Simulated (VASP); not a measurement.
# BiTe (R-3m) in VASP: a series of runs

BiTe is run at these levels: PBE; tasks: single point.

All numbers are computed with VASP 6.6.1; they aren't measurements. Logs are shortened: lines on timing, memory, paths and dates and some standing lists are left out, and cuts for length are marked.

### 1 The cell of the first run

Symmetry: R-3m, No. 166, trigonal system. The conventional cell has a = 4.305 Å, b = 4.305 Å, c = 12.655 Å, α = 90.00°, β = 90.00°, γ = 120.00°. Bi (site symmetry -3m) has 6 Te at 3.26 Å and 6 Bi at 4.31 Å within 4.4 Å. Within 4.4 Å of Te (site symmetry -3m) lie 6 Bi at 3.26 Å and 6 Te at 4.31 Å.

### 2 Single point, PBE

Contents of INCAR:

```
SYSTEM = BiTe
  PREC = Accurate
  ENCUT = 520
  EDIFF = 1E-6
  ISMEAR = 0
  SIGMA = 0.15
  LREAL = .FALSE.
  LASPH = .TRUE.
  NELM = 80
  ALGO = Normal
  ISIF = 2
  LWAVE = .FALSE.
  LCHARG = .FALSE.
  GGA = PE
  NBANDS = 18
```

Contents of KPOINTS:

```
regular mesh
0
G
  14 14 14
  0 0 0
```

Contents of POSCAR:

```
BiTe
1.0
    0.4059002071      3.4501517606      3.4501517606
    3.4501517606      0.4059002071      3.4501517606
    3.4501517606      3.4501517606      0.4059002071
Bi Te
1 1
Direct
    0.0000000000      0.0000000000      0.0000000000
    0.5000000000      0.5000000000      0.5000000000
```

Potentials or basis: VASP PAW PBE potentials, release 64 (Bi_d, Te).

On the command line:

```sh
$ cat potpaw_PBE.64/Bi_d/POTCAR potpaw_PBE.64/Te/POTCAR > POTCAR
$ mpirun -np 1 vasp_std > vasp.out
```

OUTCAR:

```text
SYSTEM = BiTe
   PREC = Accurate
   ENCUT = 520
   EDIFF = 1E-6
   ISMEAR = 0
   LREAL = .FALSE.
   LASPH = .TRUE.
   NELM = 80
   ISIF = 2
   GGA = PE

 ion  position               nearest neighbor table
   1  0.000  0.000  0.000-   2 3.26   2 3.26   2 3.26   2 3.26   2 3.26   2 3.26
   2  0.500  0.500  0.500-   1 3.26   1 3.26   1 3.26   1 3.26   1 3.26   1 3.26

  LATTYP: Found a trigonal (rhomboedric) cell.
 ALAT       =     4.8961055259
 COS(alpha) =     0.6134020618

  Lattice vectors:

 A1 = (   0.4059002071,   3.4501517606,   3.4501517606)
 A2 = (   3.4501517606,   0.4059002071,   3.4501517606)
 A3 = (   3.4501517606,   3.4501517606,   0.4059002071)

Analysis of symmetry for initial positions (statically):
=====================================================================
 Subroutine PRICEL returns:
 Original cell was already a primitive cell.

 Routine SETGRP: Setting up the symmetry group for a
 trigonal (rhombohedral) supercell.

 Subroutine GETGRP returns: Found 12 space group operations
 (whereof 12 operations were pure point group operations)
 out of a pool of 12 trial point group operations.

The static configuration has the point symmetry D_3d.

Analysis of symmetry for dynamics (positions and initial velocities):
=====================================================================
 Subroutine PRICEL returns:
 Original cell was already a primitive cell.

 Routine SETGRP: Setting up the symmetry group for a
 trigonal (rhombohedral) supercell.

 Subroutine GETGRP returns: Found 12 space group operations
 (whereof 12 operations were pure point group operations)
 out of a pool of 12 trial point group operations.

The dynamic configuration has the point symmetry D_3d.

 Subroutine INISYM returns: Found 12 space group operations
 (whereof 12 operations are pure point group operations),
 and found     1 'primitive' translations

----------------------------------------------------------------------------------------

                                     Primitive cell

  volume of cell :      67.7100

  direct lattice vectors                    reciprocal lattice vectors
     0.405900207  3.450151761  3.450151761    -0.173368649  0.155119317  0.155119317
     3.450151761  0.405900207  3.450151761     0.155119317 -0.173368649  0.155119317
     3.450151761  3.450151761  0.405900207     0.155119317  0.155119317 -0.173368649

  length of vectors
     4.896105526  4.896105526  4.896105526     0.279608107  0.279608107  0.279608107

  position of ions in fractional coordinates (direct lattice)
     0.000000000  0.000000000  0.000000000
     0.500000000  0.500000000  0.500000000

  ion indices of the primitive-cell ions
   primitive index   ion index
                 1           1
                 2           2

----------------------------------------------------------------------------------------

 KPOINTS: regular mesh

Automatic generation of k-mesh.
 Grid dimensions read from file:
 generate k-points for:   14   14   14

 Generating k-lattice:

  Cartesian coordinates                     Fractional coordinates (reciprocal lattice)
    -0.012383475  0.011079951  0.011079951     0.071428571  0.000000000 -0.000000000
     0.011079951 -0.012383475  0.011079951     0.000000000  0.071428571 -0.000000000
     0.011079951  0.011079951 -0.012383475    -0.000000000 -0.000000000  0.071428571

  Length of vectors
     0.019972008  0.019972008  0.019972008

  Shift w.r.t. Gamma in fractional coordinates (k-lattice)
     0.000000000  0.000000000  0.000000000

 Subroutine IBZKPT returns following result:
 ===========================================

 Found    288 irreducible k-points:

 Following reciprocal coordinates:
            Coordinates               Weight
  0.000000  0.000000  0.000000      1.000000
  0.071429 -0.000000 -0.000000      6.000000
  0.142857 -0.000000 -0.000000      6.000000
  0.214286  0.000000  0.000000      6.000000
  0.285714 -0.000000 -0.000000      6.000000
  0.357143  0.000000  0.000000      6.000000
[... 16 lines left out ...]
  0.214286  0.142857  0.000000     12.000000
  0.285714  0.142857 -0.000000     12.000000
 [... further k-points ...]
   k-points           NKPTS =    288   k-points in BZ     NKDIM =    288   number of bands    NBANDS=     18
   number of dos      NEDOS =    301   number of ions     NIONS =      2
   total plane-waves  NPLWV =  46656
   dimension x,y,z NGX =    36 NGY =   36 NGZ =   36
   dimension x,y,z NGXF=    72 NGYF=   72 NGZF=   72
   ions per type =               1   1
   NGX,Y,Z   is equivalent  to a cutoff of  12.22, 12.22, 12.22 a.u.
   NGXF,Y,Z  is equivalent  to a cutoff of  24.45, 24.45, 24.45 a.u.
 SYSTEM =  BiTe
   PREC   = accura    normal or accurate (medium, high low for compatibility)
   ISTART =      0    job   : 0-new  1-cont  2-samecut
   ICHARG =      2    charge: 1-file 2-atom 10-const
   ISPIN  =      1    spin polarized calculation?
   LNONCOLLINEAR =      F non collinear calculations
   LSORBIT =      F    spin-orbit coupling
   LASPH  =      T    aspherical Exc in radial PAW
   ENCUT  =  520.0 eV  38.22 Ry    6.18 a.u.   9.10  9.10  9.10*2*pi/ulx,y,z
   NELM   =     80;   NELMIN=  2; NELMDL= -5     # of ELM steps
   EDIFF  = 0.1E-05   stopping-criterion for ELM
   LREAL  =      F    real-space projection
   EDIFFG = 0.1E-04   stopping-criterion for IOM
   NSW    =      0    number of steps for IOM
   IBRION =     -1    ionic relax: 0-MD 1-quasi-New 2-CG
   NFREE  =      0    steps in history (QN), initial steepest desc. (CG)
   ISIF   =      2    stress and relaxation
   ISYM   =      2    0-nonsym 1-usesym 2-fastsym
   POTIM  = 0.5000    time-step for ionic-motion
   TEBEG  =    0.0;   TEEND  =   0.0 temperature during run
   PSTRESS=    0.0 pullay stress
   NELECT =      21.0000    total number of electrons
   NUPDOWN=      -1.0000    fix difference up-down
   EMIN   =  10.00;   EMAX   =-10.00  energy-range for DOS
   EFERMI =   0.00;   METHOD = LEGACY
   ISMEAR =     0;   SIGMA  =   0.15  broadening in eV -4-tet -1-fermi 0-gaus
   EFERMI_NEDOS =   21; number of points for ismear=-14 and -15
   IALGO  =     38    algorithm
   IMIX   =      4    mixing-type and parameters
     AMIX     =   0.40;   BMIX     =  1.00
     AMIX_MAG =   1.60;   BMIX_MAG =  1.00
  volume/ion in A,a.u.               =      33.86       228.46
  Fermi-wavevector in a.u.,A,eV,Ry     =   1.108146  2.094092 16.707785  1.227988
  Thomas-Fermi vector in A             =   2.244669
   LORBIT       =      0    0 simple, 1 ext, 2 COOP (PROOUT), +10 PAW based schemes
   GGA     = PE    functional components
   LHFCALC =     F    Hartree Fock is set to
   AEXX    =    0.0000 exact exchange contribution
   IVDW    =     0    specifies the selected vdW correction
   LEPSILON=     F    determine dielectric tensor
   LRPA    =     F    only Hartree local field effects (RPA)
 non-spin polarized calculation
 Gauss-broadening in eV      SIGMA  =   0.15
  energy-cutoff  :      520.00
  volume of cell :       67.71
 maximum number of plane-waves:      1840
   NGX = 19   NGY = 19   NGZ = 19

 number of electron      20.9999999 magnetization

 Free energy of the ion-electron system (eV)
  ---------------------------------------------------
  ext. energy  EPLUGINS =         0.00000000
  ---------------------------------------------------
  free energy    TOTEN  =        -7.18205251 eV

  energy without entropy =       -7.16626660  energy(sigma->0) =       -7.17415956

 E-fermi :   6.6297     XC(G=0):  -9.4613

 val. band max:        6.6261173725   @ k =   0.4286   0.1429   0.0000
 cond. band min:       6.6362777055   @ k =  -0.3571   0.4286   0.2857
 fundamental gap:      0.0101603330
 Fermi energy:         6.6297067208

 k-point     1 :       0.0000    0.0000    0.0000
  band No.  band energies     occupation
      1     -16.6237      2.00000
      2     -16.6142      2.00000
      3     -16.6142      2.00000
      4     -16.6064      2.00000
      5     -16.6064      2.00000
      6      -6.8270      2.00000
[... 10 lines left out ...]
     17      12.8612      0.00000
     18      13.4906      0.00000

 k-point     2 :       0.0714   -0.0000   -0.0000
  band No.  band energies     occupation
      1     -16.6232      2.00000
      2     -16.6145      2.00000
      3     -16.6143      2.00000
      4     -16.6064      2.00000
      5     -16.6057      2.00000
      6      -6.7782      2.00000
[... 10 lines left out ...]
     17      13.2294      0.00000
     18      13.7678      0.00000

 k-point     3 :       0.1429   -0.0000   -0.0000
  band No.  band energies     occupation
      1     -16.6221      2.00000
      2     -16.6155      2.00000
      3     -16.6149      2.00000
      4     -16.6065      2.00000
      5     -16.6036      2.00000
      6      -6.6324      2.00000
[... 10 lines left out ...]
     17      14.1028      0.00000
     18      14.4728      0.00000

 k-point     4 :       0.2143    0.0000    0.0000
  band No.  band energies     occupation
      1     -16.6211      2.00000
      2     -16.6165      2.00000
      3     -16.6157      2.00000
      4     -16.6063      2.00000
      5     -16.6005      2.00000
      6      -6.3925      2.00000
[... 375 lines left out ...]
      4     -16.6064      2.00000
      5     -16.6035      2.00000
      6      -6.5847      2.00000
[... 10 lines left out ...]
     17      13.3595      0.00000
     18      13.7475      0.00000

 k-point    23 :       0.2143    0.1429    0.0000
  band No.  band energies     occupation
      1     -16.6209      2.00000
      2     -16.6179      2.00000
      3     -16.6141      2.00000
      4     -16.6064      2.00000
      5     -16.6017      2.00000
      6      -6.4191      2.00000
[... 10 lines left out ...]
     17      13.7384      0.00000
     18      14.3146      0.00000

 k-point    24 :       0.2857    0.1429   -0.0000
  band No.  band energies     occupation
      1     -16.6202      2.00000
      2     -16.6186      2.00000
      3     -16.6147      2.00000
      4     -16.6061      2.00000
      5     -16.5991      2.00000
      6      -6.1632      2.00000
[... 10 lines left out ...]
     17      14.4642      0.00000
     18      15.4106      0.00000

 [... further k-points ...]
[... 5 lines left out ...]
  --------------------------------------------------------------------------------------
  -------------------------------------------------------------------------------------
  Total       -0.1364998     -0.1364998     -0.1364998     -0.0148881     -0.0148881     -0.0148881
  in kB       -3.2299038     -3.2299038     -3.2299038     -0.3522867     -0.3522867     -0.3522867
  external PRESSURE =      -3.2299038 kB  Pullay stress =       0.0000000 kB

 VOLUME and BASIS-vectors are now :
 -----------------------------------------------------------------------------
  energy-cutoff  :      520.00
  volume of cell :       67.71
      direct lattice vectors                 reciprocal lattice vectors
     0.405900207  3.450151761  3.450151761    -0.173368649  0.155119317  0.155119317
     3.450151761  0.405900207  3.450151761     0.155119317 -0.173368649  0.155119317
     3.450151761  3.450151761  0.405900207     0.155119317  0.155119317 -0.173368649

 POSITION                                       TOTAL-FORCE (eV/Angst)
 -----------------------------------------------------------------------------------
      0.00000      0.00000      0.00000         0.000000      0.000000     -0.000000
      3.65310      3.65310      3.65310        -0.000000     -0.000000      0.000000
 -----------------------------------------------------------------------------------
    total drift:                               -0.000000      0.000000      0.000000

  FREE ENERGIE OF THE ION-ELECTRON SYSTEM (eV)
  ---------------------------------------------------
  free  energy   TOTEN  =        -7.1820525092 eV

  energy  without entropy=       -7.1662666045  energy(sigma->0) =       -7.17415956
```

Wall time 1.8 min (1 thread of Intel Xeon 6975P-C (Granite Rapids), shared host); peak memory 0.47 GiB.

What came out:

```
Free energy            : -7.1821 eV
Pressure               : -0.3 GPa
Band gap on the k mesh : zero (an odd number of electrons rules out a gap without spin polarisation)
```

Caveat: spin-orbit coupling is left out, which moves the levels of the heavy elements.

### 3 Single point, PBE

This run uses another cell than the first one, of the same volume but with other edges.

Contents of INCAR:

```
  ALGO = Normal
  EDIFF = 1E-6
  ENCUT = 520
  GGA = PE
  ISIF = 2
  ISMEAR = 0
  LASPH = T
  LCHARG = F
  LREAL = F
  LWAVE = F
  NBANDS = 18
  NELM = 80
  PREC = Accurate
  SIGMA = 0.15
```

Contents of KPOINTS:

```
k-points
0
Gamma
  14 14 14
```

Contents of POSCAR:

```
BiTe
1.0
    1.2649249498      3.9754784137      3.9754784137
    3.9754784137      1.2649249498      3.9754784137
    3.9754784137      3.9754784137      1.2649249498
Bi Te
1 1
Direct
    0.0000000000      0.0000000000      0.0000000000
    0.5000000000      0.5000000000      0.5000000000
```

Potentials or basis: VASP PAW PBE potentials, release 64 (Bi_d, Te).

On the command line:

```sh
$ cat potpaw_PBE.64/Bi_d/POTCAR potpaw_PBE.64/Te/POTCAR > POTCAR
$ mpirun -np 1 vasp_std > vasp.out
```

Wall time 4.4 min (1 thread of Intel Xeon 6975P-C (Granite Rapids), shared host); peak memory 0.57 GiB.

The run converged. Its results:

* Free energy: -6.6483 eV
* Pressure: -3.9 GPa
* Band gap on the k mesh: zero (an odd number of electrons rules out a gap without spin polarisation)

Stress tensor (GPa, compression positive):
```
-3.90 -2.46 -2.46
-2.46 -3.90 -2.46
-2.46 -2.46 -3.90
```

Levels at points of the mesh, in eV from the Fermi level:
```tsv
k point	band 7	band 8	band 9	band 10	band 11	band 12	band 13	band 14
(0.00, 0.00, 0.00)	-9.65	-4.65	0.49	0.49	3.07	3.07	4.03	5.24
(0.50, 0.00, 0.00)	-10.52	-3.27	-2.92	-1.59	-0.53	-0.41	0.77	5.03
(0.50, 0.50, 0.00)	-9.75	-4.94	-4.26	-1.24	0.94	2.45	3.02	3.64
(0.50, 0.50, 0.50)	-11.65	-0.98	0.10	0.75	0.75	2.43	2.43	5.80
```

Caveat: the cell stands under tension; spin-orbit coupling is left out, which moves the levels of the heavy elements.

### 4 Single point, PBE

This run uses another cell than the first one, of the same volume but with other edges.

Edit INCAR of step 3 so:

```diff
@@ -7,7 +7,9 @@
   LASPH = T
-  LCHARG = F
+  LCHARG = T
+  LELF = T
   LREAL = F
+  LVHAR = T
   LWAVE = F
   NBANDS = 18
-  NELM = 80
+  NELM = 60
   PREC = Accurate
```

KPOINTS is that of step 3.

Contents of POSCAR:

```
BiTe
1.0
   -0.1546631139      3.1595464697      3.1595464697
    3.1595464697     -0.1546631139      3.1595464697
    3.1595464697      3.1595464697     -0.1546631139
Bi Te
1 1
Direct
    0.0000000000      0.0000000000      0.0000000000
    0.5000000000      0.5000000000      0.5000000000
```

On the command line:

```sh
$ cat potpaw_PBE.64/Bi_d/POTCAR potpaw_PBE.64/Te/POTCAR > POTCAR
$ mpirun -np 1 vasp_std > vasp.out
```

Wall time 1.8 min (1 thread of Intel Xeon 6975P-C (Granite Rapids), shared host); peak memory 0.48 GiB.

Results (log left out):

- Free energy: -7.1804 eV
- Pressure: 0.5 GPa
- Band gap on the k mesh: zero (an odd number of electrons rules out a gap without spin polarisation)

Levels at points of the mesh, in eV from the Fermi level:
| k point | band 7 | band 8 | band 9 | band 10 | band 11 | band 12 | band 13 | band 14 |
| --- | --- | --- | --- | --- | --- | --- | --- | --- |
| (0.00, 0.00, 0.00) | -8.17 | -2.74 | -2.74 | -2.13 | 1.99 | 2.25 | 2.25 | 4.39 |
| (0.50, 0.00, 0.00) | -11.30 | -1.94 | -1.83 | -1.43 | -0.85 | -0.65 | -0.27 | 7.13 |
| (0.50, 0.50, 0.00) | -9.97 | -5.65 | -4.24 | -3.76 | 2.26 | 3.42 | 3.64 | 4.87 |
| (0.50, 0.50, 0.50) | -11.13 | -2.13 | -2.13 | -1.88 | -1.15 | -0.91 | -0.91 | 7.56 |

Caveat: spin-orbit coupling is left out, which moves the levels of the heavy elements.

### 5 Single point, PBE

This run uses another cell than the first one, of the same volume but with other edges.

Contents of INCAR:

```
  PREC = Accurate
  ENCUT = 520
  EDIFF = 1E-6
  ISMEAR = 0
  SIGMA = 0.15
  LREAL = False
  LASPH = True
  NELM = 60
  ALGO = Normal
  ISIF = 2
  LWAVE = False
  LCHARG = True
  GGA = PE
  LELF = True
  LVHAR = True
  NBANDS = 18
```

Contents of KPOINTS:

```
Automatic mesh
0
Gamma
  14 14 14
```

Contents of POSCAR:

```
BiTe
1.0
    0.1681635090      3.3212293034      3.3212293034
    3.3212293034      0.1681635090      3.3212293034
    3.3212293034      3.3212293034      0.1681635090
Bi Te
1 1
Direct
    0.0000000000      0.0000000000      0.0000000000
    0.5000000000      0.5000000000      0.5000000000
```

On the command line:

```sh
$ cat potpaw_PBE.64/Bi_d/POTCAR potpaw_PBE.64/Te/POTCAR > POTCAR
$ mpirun -np 1 vasp_std > vasp.out
```

It took 2 min on 1 thread of Intel Xeon 6975P-C (Granite Rapids), shared host; peak memory 0.47 GiB.

Results (log left out):

| Property | Result |
| --- | --- |
| Free energy | -7.1794 eV |
| Pressure | 0.5 GPa |
| Band gap on the k mesh | zero (an odd number of electrons rules out a gap without spin polarisation) |

Levels at points of the mesh, in eV from the Fermi level:
```csv
k point,band 7,band 8,band 9,band 10,band 11,band 12,band 13,band 14
"(0.00, 0.00, 0.00)",-8.18,-3.01,-2.29,-2.29,2.08,2.08,2.36,4.17
"(0.50, 0.00, 0.00)",-11.21,-2.16,-1.86,-1.65,-1.15,-0.66,-0.57,7.06
"(0.50, 0.50, 0.00)",-9.96,-5.65,-4.24,-3.75,2.27,3.44,3.62,4.84
"(0.50, 0.50, 0.50)",-11.39,-1.67,-1.67,-1.31,-0.47,-0.31,-0.31,7.08
```

Caveat: spin-orbit coupling is left out, which moves the levels of the heavy elements.

### 6 Overview

```tsv
cell	gap on the mesh (eV)	pressure (GPa)
a = 4.896 Å, angles 52.2°, 2 atoms	none	-0.3
a = 5.763 Å, angles 38.9°, 2 atoms	none	-3.9
a = 4.471 Å, angles 63.2°, 2 atoms	none	0.5
a = 4.700 Å, angles 56.6°, 2 atoms	none	0.5
```

Alike in all rows: task single point; level PBE; potentials or basis VASP PAW PBE potentials, release 64 (Bi_d, Te); no spin polarisation; k mesh 14 × 14 × 14; cutoff (eV) 520; smearing gaussian 0.15 eV.

Caveats: spin-orbit coupling is left out, which moves the levels of the heavy elements; the cell stands under tension (at least some runs).

Total energies depend on the potentials used, so only differences within one code and one set of settings carry meaning.
